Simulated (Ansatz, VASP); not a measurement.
## HfHF3: VASP beside Ansatz

The input INCAR:

```
SYSTEM = HfHF3
ALGO = Normal
EDIFF = 1E-7
EDIFFG = -0.04
ENCUT = 600
GGA = PE
IBRION = 2
ISIF = 3
ISMEAR = 0
LASPH = .True.
LCHARG = .False.
LREAL = .False.
LWAVE = .False.
NELM = 100
NSW = 90
PREC = Accurate
SIGMA = 0.1
```

Contents of KPOINTS:

```
k-points
0
Gamma
  4 4 6
  0 0 0
```

File POSCAR:

```
HfHF3
1.0
    4.2700696802      0.0000000000      0.0000000000
    0.0000000000      4.2700696802      0.0000000000
    0.0000000000      0.0000000000      3.3353745384
Hf H F
1 1 3
Direct
    0.0000000000      0.0000000000      0.7262827234
    0.5000000000      0.5000000000      0.4558228053
    0.0000000000      0.5000000000      0.7077781334
    0.5000000000      0.0000000000      0.7077781334
    0.5000000000      0.5000000000      0.1749382244
```

Input for Ansatz:

```yaml
crystal:
  lattice:
    - [4.2700696802, 0.0, 0.0]
    - [0.0, 4.2700696802, 0.0]
    - [0.0, 0.0, 3.3353745384]
  atoms:
    - { symbol: Hf, position: [0.0, 0.0, 0.7262827234] }
    - { symbol: H, position: [0.5, 0.5, 0.4558228053] }
    - { symbol: F, position: [0.0, 0.5, 0.7077781334] }
    - { symbol: F, position: [0.5, 0.0, 0.7077781334] }
    - { symbol: F, position: [0.5, 0.5, 0.1749382244] }
basis:
  ecutwfc: 420
kpoints:
  mp_grid: { grid: [4, 4, 6] }
hamiltonian:
  xc: pbe
scf:
  occupations: { method: gaussian, width: 0.1 }
  lower_state_search: "off"
output:
  forces: true
  stress: true
  eigenvalues: true
relax:
  adjacent_minimum: "off"
  f_tol: 0.04
  max_steps: 70
  cell: { stress_tol: 0.4 }
```

Change from the starting cell: species swapped into the PrBPt3 type (P4mm, No. 99).

Alike in both runs: task relaxation of cell and atoms; functional PBE; k mesh 4 × 4 × 6; occupations gaussian, width 0.1 eV; no spin polarisation.

```csv
,VASP,Ansatz
version,VASP 6.6.1,Ansatz 0.2.0
potentials or method,"VASP PAW PBE potentials, release 64 (Hf_pv, H, F), cutoff 600 eV","scalar-relativistic, plane waves, PAW"
valence electrons in the cell,32,48
```

```tsv
	VASP	Ansatz	Ansatz less VASP
gap on the k mesh at the Fermi level, each at its own relaxed structure (eV)	none	none	-
relaxed volume (Å³/atom)	11.23	11.42	+0.185
relaxed cell length with the largest relative difference (Å)	4.279	4.310	+0.0312
```

A gap of «none» marks a metal or a gap that the smearing closes. VASP's potentials hold 32 valence electrons a cell and Ansatz's 48, so a difference there can come from the potentials and not from the codes.

The k mesh is coarse, so the values compare programs but aren't converged. Neither program's run includes spin-orbit coupling.
